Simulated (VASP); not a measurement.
Set up this calculation in VASP 6.6.1, as the native input.

```yaml
Task: single point
Functional: PBE
Potentials_or_basis: VASP PAW PBE potentials, release 64 (Au)
Cutoff: 520 eV
k_mesh: 10 × 10 × 6
Occupations: gaussian, width 0.1 eV
Spin: no spin polarisation
Dipole_correction: no
Further_INCAR_settings: ALGO = Normal; EDIFF = 1e-07; NBANDS = 18
```

The structure of Au lies in POSCAR:

```
Au
1.0
    1.4113099650     -2.5559330250      0.0000000000
    1.4113099650      2.5559330250      0.0000000000
    0.0000000000      0.0000000000      4.8931696100
Au
2
Direct
    0.6653279700      0.3346720300      0.2500000000
    0.3346720300      0.6653279700      0.7500000000
```

These files were run (other wordings do the same):

INCAR

```
PREC = Accurate
ENCUT = 520
EDIFF = 1E-7
ISMEAR = 0
SIGMA = 0.1
LREAL = F
LASPH = T
NELM = 60
ALGO = Normal
ISIF = 2
LWAVE = F
LCHARG = T
GGA = PE
LELF = T
LVHAR = T
NBANDS = 18
```

KPOINTS

```
Automatic mesh
0
Gamma
  10 10 6
```

Potentials or basis: VASP PAW PBE potentials, release 64 (Au).

Command:

```bash
$ cat potpaw_PBE.64/Au/POTCAR > POTCAR
$ mpirun -np 1 vasp_std > vasp.out
```

Results of the run:

| Quantity | Value |
| --- | --- |
| Pressure | 3.0 GPa |
| Largest force | 0.018 eV/Å |
| Band gap on the k mesh | zero (band 11 reaches 12.44 eV, above the bottom of band 12 at 6.36 eV) |

Caveat: spin-orbit coupling is left out, which moves the levels of the heavy elements.

Wall time 51 s on 1 thread of Intel(R) Xeon(R) Platinum 8259CL CPU @ 2.50GHz (Skylake/Cascade Lake), with other jobs on the host, peak memory 0.2 GiB.
